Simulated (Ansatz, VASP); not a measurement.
## Two plane-wave programs on ZrNb2C3

The input INCAR:

```
  PREC = Accurate
  ENCUT = 600
  EDIFF = 1E-6
  ISMEAR = 0
  SIGMA = 0.1
  LREAL = F
  LASPH = T
  NELM = 100
  ALGO = Normal
  ISIF = 3
  LWAVE = F
  LCHARG = F
  GGA = PE
  IBRION = 2
  NSW = 90
  EDIFFG = -0.04
```

Contents of KPOINTS:

```
regular mesh
0
Gamma
  6 6 2
```

File POSCAR:

```
ZrNb2C3
1.0
    3.2799318100      0.0000000000      0.0000000000
   -1.6399659000      2.8405042700      0.0000000000
    0.0000000000      0.0000000000      8.3725984500
Zr Nb C
1 2 3
Direct
    0.0000000000      0.0000000000      0.5000000000
    0.3333333300      0.6666666700      0.1647000000
    0.6666666700      0.3333333300      0.8353000000
    0.3333333300      0.6666666700      0.6650000200
    0.6666666700      0.3333333300      0.3349999800
    0.0000000000      0.0000000000      0.0000000000
```

Input for Ansatz:

```yaml
crystal:
  lattice:
    - [3.27993181, 0.0, 0.0]
    - [-1.6399659, 2.84050427, 0.0]
    - [0.0, 0.0, 8.37259845]
  atoms:
    - { symbol: Zr, position: [0.0, 0.0, 0.5] }
    - { symbol: Nb, position: [0.33333333, 0.66666667, 0.1647] }
    - { symbol: Nb, position: [0.66666667, 0.33333333, 0.8353] }
    - { symbol: C, position: [0.33333333, 0.66666667, 0.66500002] }
    - { symbol: C, position: [0.66666667, 0.33333333, 0.33499998] }
    - { symbol: C, position: [0.0, 0.0, 0.0] }
basis:
  ecutwfc: 420
kpoints:
  mp_grid: { grid: [6, 6, 2] }
hamiltonian:
  xc: pbe
scf:
  occupations: { method: gaussian, width: 0.1 }
  lower_state_search: "off"
output:
  forces: true
  stress: true
  eigenvalues: true
relax:
  adjacent_minimum: "off"
  f_tol: 0.04
  max_steps: 70
  cell: { stress_tol: 0.4 }
```

Change from the starting cell: species swapped into the NaFe2O3 type (P-3m1, No. 164).

Alike in both runs: task relaxation of cell and atoms; functional PBE; k mesh 6 × 6 × 2; occupations gaussian, width 0.1 eV; no spin polarisation.

|  | VASP | Ansatz |
| --- | --- | --- |
| version | VASP 6.6.1 | Ansatz 0.2.0 |
| potentials or method | VASP PAW PBE potentials, release 64 (Zr_sv, Nb_sv, C), cutoff 600 eV | scalar-relativistic, plane waves, PAW |
| valence electrons in the cell | 50 | 50 |

VASP gave:

* gap on the k mesh at the Fermi level, each at its own relaxed structure (eV): none
* relaxed volume (Å³/atom): 11.81
* relaxed length of the cell vector where the two differ most in proportion (Å): 7.881

Problem. Which values does Ansatz return?

Solution. gap on the k mesh at the Fermi level, each at its own relaxed structure (eV): none; relaxed volume (Å³/atom): 11.83; relaxed length of the cell vector where the two differ most in proportion (Å): 7.886.

A gap of «none» marks a metal or a gap that the smearing closes.

The k mesh is coarse, so the values compare programs but aren't converged.
